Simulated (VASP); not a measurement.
# ZnSnN2 (P-4m2) in VASP: settings compared

ZnSnN2 is run at these levels: PBE, r2SCAN; tasks: single point.

Program: VASP 6.6.1. These are calculated values, not measurements. Logs are shortened: lines on timing, memory, paths and dates and some standing lists are left out, and cuts for length are marked.

## Step 1: The cell of the first run

The structure is tetragonal, space group P-4m2 (No. 115). Conventional cell: a = 3.414 Å, b = 3.414 Å, c = 4.764 Å, α = 90.00°, β = 90.00°, γ = 90.00°. Within 2.7 Å of Zn (site symmetry -4m2) lie 4 N at 2.07 Å. N (site symmetry 2mm) has 2 Zn at 2.07 Å and 2 Sn at 2.10 Å within 2.7 Å. Sn (site symmetry -4m2) has 4 N at 2.10 Å within 2.8 Å.

## Step 2: Single point, PBE

File INCAR:

```
ALGO = Normal
EDIFF = 1E-7
ENCUT = 520
GGA = PE
ISIF = 2
ISMEAR = -1
LASPH = T
LCHARG = F
LREAL = F
LWAVE = F
NBANDS = 26
NELM = 100
PREC = Accurate
SIGMA = 0.02
```

File KPOINTS:

```
k-points
0
Gamma
  6 6 4
```

File POSCAR:

```
ZnSnN2
1.0
    3.4136646627      0.0000000000      0.0000000000
    0.0000000000      3.4136646627      0.0000000000
    0.0000000000      0.0000000000      4.7642197789
Zn N Sn
1 2 1
Direct
    0.0000000000      0.0000000000      0.0000000000
    0.0000000000      0.5000000000      0.2443005681
    0.5000000000      0.0000000000      0.7556994319
    0.5000000000      0.5000000000      0.5000000000
```

Potentials or basis: VASP PAW PBE potentials, release 64 (Zn, N, Sn_d).

Launch:

```
$ cat potpaw_PBE.64/Zn/POTCAR potpaw_PBE.64/N/POTCAR potpaw_PBE.64/Sn_d/POTCAR > POTCAR
$ mpirun -np 1 vasp_std > vasp.out
```

OUTCAR:

```text
EDIFF = 1E-7
   ENCUT = 520
   GGA = PE
   ISIF = 2
   ISMEAR = -1
   LASPH = T
   LREAL = F
   NELM = 100
   PREC = Accurate

 ion  position               nearest neighbor table
   1  0.000  0.000  0.000-   2 2.07   3 2.07   2 2.07   3 2.07   4 3.39   4 3.39   4 3.39   4 3.39
                             4 3.39   4 3.39   4 3.39   4 3.39
   2  0.000  0.500  0.244-   1 2.07   1 2.07   4 2.10   4 2.10
   3  0.500  0.000  0.756-   1 2.07   1 2.07   4 2.10   4 2.10
   4  0.500  0.500  0.500-   2 2.10   3 2.10   3 2.10   2 2.10   1 3.39   1 3.39   1 3.39   1 3.39
                             1 3.39   1 3.39   1 3.39   1 3.39

  LATTYP: Found a simple tetragonal cell.
 ALAT       =     3.4136646627
 C/A-ratio  =     1.3956320405

  Lattice vectors:

 A1 = (   3.4136646627,   0.0000000000,   0.0000000000)
 A2 = (   0.0000000000,   3.4136646627,   0.0000000000)
 A3 = (   0.0000000000,   0.0000000000,   4.7642197789)

Analysis of symmetry for initial positions (statically):
=====================================================================
 Subroutine PRICEL returns:
 Original cell was already a primitive cell.

 Routine SETGRP: Setting up the symmetry group for a
 simple tetragonal supercell.

 Subroutine GETGRP returns: Found  8 space group operations
 (whereof  8 operations were pure point group operations)
 out of a pool of 16 trial point group operations.

The static configuration has the point symmetry D_2d.

Analysis of symmetry for dynamics (positions and initial velocities):
=====================================================================
 Subroutine PRICEL returns:
 Original cell was already a primitive cell.

 Routine SETGRP: Setting up the symmetry group for a
 simple tetragonal supercell.

 Subroutine GETGRP returns: Found  8 space group operations
 (whereof  8 operations were pure point group operations)
 out of a pool of 16 trial point group operations.

The dynamic configuration has the point symmetry D_2d.

 Subroutine INISYM returns: Found  8 space group operations
 (whereof  8 operations are pure point group operations),
 and found     1 'primitive' translations

----------------------------------------------------------------------------------------

                                     Primitive cell
[... 85 lines left out ...]
 SYSTEM =  unknown system
   PREC   = accura    normal or accurate (medium, high low for compatibility)
   ISTART =      0    job   : 0-new  1-cont  2-samecut
   ICHARG =      2    charge: 1-file 2-atom 10-const
   ISPIN  =      1    spin polarized calculation?
   LNONCOLLINEAR =      F non collinear calculations
   LSORBIT =      F    spin-orbit coupling
   LASPH  =      T    aspherical Exc in radial PAW
   ENCUT  =  520.0 eV  38.22 Ry    6.18 a.u.   6.35  6.35  8.86*2*pi/ulx,y,z
   NELM   =    100;   NELMIN=  2; NELMDL= -5     # of ELM steps
   EDIFF  = 0.1E-06   stopping-criterion for ELM
   LREAL  =      F    real-space projection
   EDIFFG = 0.1E-05   stopping-criterion for IOM
   NSW    =      0    number of steps for IOM
   IBRION =     -1    ionic relax: 0-MD 1-quasi-New 2-CG
   NFREE  =      0    steps in history (QN), initial steepest desc. (CG)
   ISIF   =      2    stress and relaxation
   ISYM   =      2    0-nonsym 1-usesym 2-fastsym
   POTIM  = 0.5000    time-step for ionic-motion
   TEBEG  =    0.0;   TEEND  =   0.0 temperature during run
   PSTRESS=    0.0 pullay stress
   NELECT =      36.0000    total number of electrons
   NUPDOWN=      -1.0000    fix difference up-down
   EMIN   =  10.00;   EMAX   =-10.00  energy-range for DOS
   EFERMI =   0.00;   METHOD = LEGACY
   ISMEAR =    -1;   SIGMA  =   0.02  broadening in eV -4-tet -1-fermi 0-gaus
   EFERMI_NEDOS =   21; number of points for ismear=-14 and -15
   IALGO  =     38    algorithm
   IMIX   =      4    mixing-type and parameters
     AMIX     =   0.40;   BMIX     =  1.00
     AMIX_MAG =   1.60;   BMIX_MAG =  1.00
  volume/ion in A,a.u.               =      13.88        93.66
  Fermi-wavevector in a.u.,A,eV,Ry     =   1.416983  2.677709 27.318315  2.007840
  Thomas-Fermi vector in A             =   2.538260
   LORBIT       =      0    0 simple, 1 ext, 2 COOP (PROOUT), +10 PAW based schemes
   GGA     = PE    functional components
   LHFCALC =     F    Hartree Fock is set to
   AEXX    =    0.0000 exact exchange contribution
   IVDW    =     0    specifies the selected vdW correction
   LEPSILON=     F    determine dielectric tensor
   LRPA    =     F    only Hartree local field effects (RPA)
 non-spin polarized calculation
  energy-cutoff  :      520.00
  volume of cell :       55.52
 maximum number of plane-waves:      1506
 NGX is ok and might be reduce to    28
   NGX = 13   NGY = 13   NGZ = 17

 number of electron      36.0000009 magnetization

 Free energy of the ion-electron system (eV)
  ---------------------------------------------------
  ext. energy  EPLUGINS =         0.00000000
  ---------------------------------------------------
  free energy    TOTEN  =       -21.39929842 eV

  energy without entropy =      -21.39870469  energy(sigma->0) =      -21.39900155

 E-fermi :   5.1102     XC(G=0): -10.9277

 val. band max:        5.1007099667   @ k =   0.0000   0.0000   0.0000
 cond. band min:       6.4981114856   @ k =   0.1667   0.0000   0.0000
 fundamental gap:      1.3974015189
 Fermi energy:         5.1102368121

 k-point     1 :       0.0000    0.0000    0.0000
  band No.  band energies     occupation
      1     -15.9949      2.00000
      2     -15.7378      2.00000
      3     -15.7378      2.00000
      4     -15.7119      2.00000
      5     -15.5915      2.00000
      6     -10.3170      2.00000
[... 685 lines left out ...]
     25      15.2705      0.00000
     26      15.3134      0.00000

 [... further k-points ...]
[... 5 lines left out ...]
  --------------------------------------------------------------------------------------
  -------------------------------------------------------------------------------------
  Total        0.1330109      0.1330109      0.1103540      0.0000000      0.0000000      0.0000000
  in kB        3.8385238      3.8385238      3.1846752      0.0000000      0.0000000      0.0000000
  external PRESSURE =       3.6205743 kB  Pullay stress =       0.0000000 kB

 VOLUME and BASIS-vectors are now :
 -----------------------------------------------------------------------------
  energy-cutoff  :      520.00
  volume of cell :       55.52
      direct lattice vectors                 reciprocal lattice vectors
     3.413664663  0.000000000  0.000000000     0.292940315  0.000000000  0.000000000
     0.000000000  3.413664663  0.000000000     0.000000000  0.292940315  0.000000000
     0.000000000  0.000000000  4.764219779     0.000000000  0.000000000  0.209897957

 POSITION                                       TOTAL-FORCE (eV/Angst)
 -----------------------------------------------------------------------------------
      0.00000      0.00000      0.00000        -0.000000     -0.000000      0.000000
      0.00000      1.70683      1.16390         0.000000     -0.000000      0.011219
      1.70683      0.00000      3.60032        -0.000000      0.000000     -0.011219
      1.70683      1.70683      2.38211         0.000000     -0.000000      0.000000
 -----------------------------------------------------------------------------------
    total drift:                                0.000000      0.000000      0.000000

  FREE ENERGIE OF THE ION-ELECTRON SYSTEM (eV)
  ---------------------------------------------------
  free  energy   TOTEN  =       -21.3992984151 eV

  energy  without entropy=      -21.3987046917  energy(sigma->0) =      -21.39900155
```

OSZICAR:

```text
N       E                     dE             d eps       ncg     rms          rms(c)
DAV:   1     0.308939454397E+03    0.30894E+03   -0.18133E+04  1626   0.208E+03
DAV:   2     0.153886825486E+02   -0.29355E+03   -0.27833E+03  1624   0.463E+02
DAV:   3    -0.239345071976E+02   -0.39323E+02   -0.38649E+02  1844   0.155E+02
DAV:   4    -0.253565545470E+02   -0.14220E+01   -0.14138E+01  1774   0.316E+01
DAV:   5    -0.253805328147E+02   -0.23978E-01   -0.23973E-01  1788   0.435E+00    0.128E+01
DAV:   6    -0.211936310861E+02    0.41869E+01   -0.81903E+00  2440   0.694E+01    0.647E+00
DAV:   7    -0.214497437522E+02   -0.25611E+00   -0.32692E+00  1596   0.132E+01    0.391E+00
DAV:   8    -0.214298379053E+02    0.19906E-01   -0.37911E-01  2094   0.543E+00    0.127E+00
DAV:   9    -0.213979425175E+02    0.31895E-01   -0.90176E-02  2332   0.377E+00    0.293E-01
DAV:  10    -0.213990725471E+02   -0.11300E-02   -0.11915E-02  1616   0.688E-01    0.173E-01
DAV:  11    -0.213993067529E+02   -0.23421E-03   -0.44656E-04  1786   0.194E-01    0.451E-02
DAV:  12    -0.213992961208E+02    0.10632E-04   -0.57867E-05  1822   0.130E-01    0.931E-03
DAV:  13    -0.213992983897E+02   -0.22689E-05   -0.13999E-05  2298   0.580E-02    0.886E-03
DAV:  14    -0.213992984635E+02   -0.73825E-07   -0.51735E-06  2202   0.314E-02    0.268E-03
DAV:  15    -0.213992984151E+02    0.48432E-07   -0.98300E-07  1698   0.717E-03
   1 F= -.21399298E+02 E0= -.21399002E+02  d E =-.593723E-03
```

Wall time 32 s (1 thread of Intel Xeon 6975P-C (Granite Rapids), shared host); peak memory 0.19 GiB.

Results:

- Free energy: -21.3993 eV
- Pressure: 0.4 GPa
- Largest force: 0.011 eV/Å
- Band gap on the k mesh: zero (filled and empty bands touch)

Forces on the atoms (eV/Å):
```
Zn   0.000  0.000  0.000
N    0.000  0.000  0.011
N    0.000  0.000 -0.011
Sn   0.000  0.000  0.000
```

Caveat: spin-orbit coupling is left out, which moves the levels of the heavy elements.

## Step 3: Single point, PBE (volume changed by +3%)

File INCAR:

```
SYSTEM = ZnSnN2
  PREC = Accurate
  ENCUT = 520
  EDIFF = 1E-6
  ISMEAR = -1
  SIGMA = 0.02
  LREAL = .False.
  LASPH = .True.
  NELM = 60
  ALGO = Normal
  ISIF = 2
  LWAVE = .False.
  LCHARG = .False.
  GGA = PE
  NBANDS = 26
```

File KPOINTS:

```
Automatic mesh
0
Gamma
  6 6 4
  0 0 0
```

File POSCAR:

```
ZnSnN2
1.0
    3.4474655210      0.0000000000      0.0000000000
    0.0000000000      3.4474655210      0.0000000000
    0.0000000000      0.0000000000      4.8113933397
Zn N Sn
1 2 1
Direct
    0.0000000000      0.0000000000      0.0000000000
    0.0000000000      0.5000000000      0.2443005681
    0.5000000000      0.0000000000      0.7556994319
    0.5000000000      0.5000000000      0.5000000000
```

Potentials or basis: VASP PAW PBE potentials, release 64 (Zn, N, Sn_d).

Launch:

```
$ cat potpaw_PBE.64/Zn/POTCAR potpaw_PBE.64/N/POTCAR potpaw_PBE.64/Sn_d/POTCAR > POTCAR
$ mpirun -np 1 vasp_std > vasp.out
```

OUTCAR:

```text
SYSTEM = ZnSnN2
   PREC = Accurate
   ENCUT = 520
   EDIFF = 1E-6
   ISMEAR = -1
   LREAL = .False.
   LASPH = .True.
   NELM = 60
   ISIF = 2
   GGA = PE

 ion  position               nearest neighbor table
   1  0.000  0.000  0.000-   2 2.09   3 2.09   2 2.09   3 2.09
   2  0.000  0.500  0.244-   1 2.09   1 2.09   4 2.12   4 2.12
   3  0.500  0.000  0.756-   1 2.09   1 2.09   4 2.12   4 2.12
   4  0.500  0.500  0.500-   2 2.12   3 2.12   3 2.12   2 2.12

  LATTYP: Found a simple tetragonal cell.
[... 887 lines left out ...]
     25      14.8218      0.00000
     26      14.8915      0.00000

 [... further k-points ...]
[... 5 lines left out ...]
  --------------------------------------------------------------------------------------
  -------------------------------------------------------------------------------------
  Total       -1.2575482     -1.2575482     -1.2023212      0.0000000      0.0000000     -0.0000000
  in kB      -35.2342071    -35.2342071    -33.6868471      0.0000000      0.0000000     -0.0000000
  external PRESSURE =     -34.7184204 kB  Pullay stress =       0.0000000 kB

 VOLUME and BASIS-vectors are now :
 -----------------------------------------------------------------------------
  energy-cutoff  :      520.00
  volume of cell :       57.18
      direct lattice vectors                 reciprocal lattice vectors
     3.447465521  0.000000000  0.000000000     0.290068166  0.000000000  0.000000000
     0.000000000  3.447465521  0.000000000     0.000000000  0.290068166  0.000000000
     0.000000000  0.000000000  4.811393340     0.000000000  0.000000000  0.207840002

 POSITION                                       TOTAL-FORCE (eV/Angst)
 -----------------------------------------------------------------------------------
      0.00000      0.00000      0.00000        -0.000000      0.000000      0.000000
      0.00000      1.72373      1.17543         0.000000      0.000000      0.093805
      1.72373      0.00000      3.63597         0.000000      0.000000     -0.093805
      1.72373      1.72373      2.40570        -0.000000     -0.000000      0.000000
 -----------------------------------------------------------------------------------
    total drift:                                0.000000      0.000000      0.000000

  FREE ENERGIE OF THE ION-ELECTRON SYSTEM (eV)
  ---------------------------------------------------
  free  energy   TOTEN  =       -21.3834832265 eV

  energy  without entropy=      -21.3828849718  energy(sigma->0) =      -21.38318410
```

Run time: 24 s. Hardware: 1 thread of Intel Xeon 6975P-C (Granite Rapids), shared host; peak memory 0.19 GiB.

Results:

```yaml
Free_energy: -21.3835 eV
Pressure: -3.5 GPa
Largest_force: 0.094 eV/Å
Band_gap_on_the_k_mesh: zero (filled and empty bands touch)
```

Forces in eV/Å, atoms in the order of the input:
```
Zn   0.000  0.000  0.000
N    0.000  0.000  0.094
N    0.000  0.000 -0.094
Sn   0.000  0.000  0.000
```

Stress tensor (GPa, compression positive):
```
-3.52  0.00  0.00
 0.00 -3.52  0.00
 0.00  0.00 -3.37
```

Levels at points of the mesh, in eV from the Fermi level:
| k point | band 14 | band 15 | band 16 | band 17 | band 18 | band 19 | band 20 | band 21 | band 22 | band 23 |
| --- | --- | --- | --- | --- | --- | --- | --- | --- | --- | --- |
| (0.00, 0.00, 0.00) | -2.75 | -2.75 | -0.21 | -0.03 | -0.01 | -0.01 | 2.62 | 5.80 | 8.62 | 8.62 |
| (0.50, 0.00, 0.00) | -4.02 | -2.86 | -2.59 | -1.65 | -0.50 | 3.44 | 5.25 | 5.95 | 7.00 | 8.17 |
| (0.50, 0.50, 0.00) | -4.10 | -3.24 | -2.42 | -2.42 | -1.76 | 2.77 | 2.77 | 4.61 | 6.91 | 9.59 |
| (0.00, 0.00, 0.50) | -2.89 | -1.98 | -1.98 | -0.88 | -0.88 | 2.60 | 3.09 | 6.57 | 6.79 | 9.03 |
| (0.50, 0.00, 0.50) | -4.94 | -1.64 | -1.14 | -0.64 | -0.44 | 2.19 | 3.93 | 6.63 | 6.98 | 8.13 |
| (0.50, 0.50, 0.50) | -3.76 | -3.31 | -3.31 | -3.22 | -2.64 | 5.08 | 5.08 | 5.27 | 8.07 | 8.89 |

Caveat: spin-orbit coupling is left out, which moves the levels of the heavy elements.

## Step 4: Single point, PBE (volume changed by +6%)

File INCAR:

```
ALGO = Normal
EDIFF = 1E-6
ENCUT = 520
GGA = PE
ISIF = 2
ISMEAR = -1
LASPH = True
LCHARG = True
LELF = True
LREAL = False
LVHAR = True
LWAVE = False
NBANDS = 26
NELM = 100
PREC = Accurate
SIGMA = 0.02
```

File KPOINTS:

```
k-points
0
Gamma
  6 6 4
```

File POSCAR:

```
ZnSnN2
1.0
    3.4806162616      0.0000000000      0.0000000000
    0.0000000000      3.4806162616      0.0000000000
    0.0000000000      0.0000000000      4.8576595754
Zn N Sn
1 2 1
Direct
    0.0000000000      0.0000000000      0.0000000000
    0.0000000000      0.5000000000      0.2443005681
    0.5000000000      0.0000000000      0.7556994319
    0.5000000000      0.5000000000      0.5000000000
```

Launch:

```
$ cat potpaw_PBE.64/Zn/POTCAR potpaw_PBE.64/N/POTCAR potpaw_PBE.64/Sn_d/POTCAR > POTCAR
$ mpirun -np 1 vasp_std > vasp.out
```

Wall time 25 s (1 thread of Intel Xeon 6975P-C (Granite Rapids), shared host); peak memory 0.2 GiB.

Results (log left out):

* Free energy: -21.3307 eV
* Pressure: -6.7 GPa
* Largest force: 0.164 eV/Å
* Band gap on the k mesh: zero (filled and empty bands touch)

Forces on the atoms (eV/Å):
```
Zn   0.000  0.000  0.000
N    0.000  0.000  0.164
N    0.000  0.000 -0.164
Sn   0.000  0.000  0.000
```

Stress tensor (GPa, compression positive):
```
-6.83  0.00  0.00
 0.00 -6.83  0.00
 0.00  0.00 -6.49
```

Levels at points of the mesh, in eV from the Fermi level:
```tsv
k point	band 15	band 16	band 17	band 18	band 19	band 20	band 21	band 22
(0.00, 0.00, 0.00)	-2.65	-0.31	-0.03	-0.01	-0.01	2.61	5.64	8.44
(0.50, 0.00, 0.00)	-2.76	-2.54	-1.61	-0.47	3.27	5.13	5.88	6.88
(0.50, 0.50, 0.00)	-3.14	-2.34	-2.34	-1.67	2.76	2.76	4.42	6.78
(0.00, 0.00, 0.50)	-1.93	-1.93	-0.84	-0.84	2.51	3.02	6.47	6.60
(0.50, 0.00, 0.50)	-1.60	-1.11	-0.62	-0.41	2.04	3.81	6.52	6.86
(0.50, 0.50, 0.50)	-3.18	-3.18	-3.17	-2.53	5.02	5.02	5.05	7.84
```

Caveat: spin-orbit coupling is left out, which moves the levels of the heavy elements.

## Step 5: Single point, r2SCAN (volume changed by -6%)

File POSCAR:

```
ZnSnN2
1.0
    3.3129799489      0.0000000000      0.0000000000
    0.0000000000      3.3129799489      0.0000000000
    0.0000000000      0.0000000000      4.6037025748
Zn N Sn
1 2 1
Direct
    0.0000000000      0.0000000000      0.0000000000
    0.0000000000      0.5000000000      0.2448435878
    0.5000000000      0.0000000000      0.7551564122
    0.5000000000      0.5000000000      0.5000000000
```

File INCAR.step1:

```
  PREC = Accurate
  ENCUT = 520
  ISMEAR = -1
  SIGMA = 0.02
  LREAL = False
  LASPH = True
  NELM = 100
  NBANDS = 26
  GGA = PE
  ALGO = Normal
  EDIFF = 1E-4
  LWAVE = True
  LCHARG = False
```

File INCAR.step2:

```
  PREC = Accurate
  ENCUT = 520
  EDIFF = 1E-6
  ISMEAR = -1
  SIGMA = 0.02
  LREAL = False
  LASPH = True
  NELM = 100
  ALGO = Normal
  ISIF = 2
  LWAVE = False
  LCHARG = True
  METAGGA = R2SCAN
  LMIXTAU = True
  LELF = True
  LVHAR = True
  NBANDS = 26
  ISTART = 1
```

File KPOINTS:

```
regular mesh
0
Gamma
  6 6 4
```

Launch:

```
$ cat potpaw_PBE.64/Zn/POTCAR potpaw_PBE.64/N/POTCAR potpaw_PBE.64/Sn_d/POTCAR > POTCAR
$ cp INCAR.step1 INCAR
$ mpirun -np 1 vasp_std > vasp.out
$ cp INCAR.step2 INCAR
$ mpirun -np 1 vasp_std > vasp.out
```

Run time: 82 s. Hardware: 1 thread of Intel Xeon 6975P-C (Granite Rapids), shared host; peak memory 0.19 GiB.

The run converged. Its results:

```yaml
Free_energy: -52.1886 eV
Pressure: 12.1 GPa
Largest_force: 0.262 eV/Å
Band_gap_on_the_k_mesh: 0.57 eV, direct
```

Forces in eV/Å, atoms in the order of the input:
```
Zn   0.000  0.000  0.000
N    0.000  0.000 -0.262
N    0.000  0.000  0.262
Sn   0.000  0.000  0.000
```

Stress tensor (GPa, compression positive):
```
12.35  0.00  0.00
 0.00 12.35  0.00
 0.00  0.00 11.51
```

Levels at points of the mesh, in eV from the valence-band top:
```csv
k point,band 14,band 15,band 16,band 17,band 18,band 19,band 20,band 21,band 22,band 23
"(0.00, 0.00, 0.00)",-3.30,-3.30,-0.01,0.00,0.00,0.57,3.06,6.98,10.12,10.12
"(0.50, 0.00, 0.00)",-4.44,-3.32,-2.87,-1.87,-0.66,4.70,6.31,6.72,7.92,9.52
"(0.50, 0.50, 0.00)",-4.47,-3.79,-2.86,-2.86,-2.21,3.20,3.20,6.05,8.00,10.88
"(0.00, 0.00, 0.50)",-2.75,-2.29,-2.29,-1.09,-1.09,3.35,3.85,7.67,8.21,10.69
"(0.50, 0.00, 0.50)",-5.16,-1.88,-1.30,-0.76,-0.59,3.32,4.98,7.70,8.10,9.42
"(0.50, 0.50, 0.50)",-4.19,-3.94,-3.94,-3.48,-3.18,5.82,5.82,6.96,9.88,10.18
```

Caveat: the PAW data sets were made with another functional, which shifts forces and pressure a little; spin-orbit coupling is left out, which moves the levels of the heavy elements.

[end of part 1 of 2]
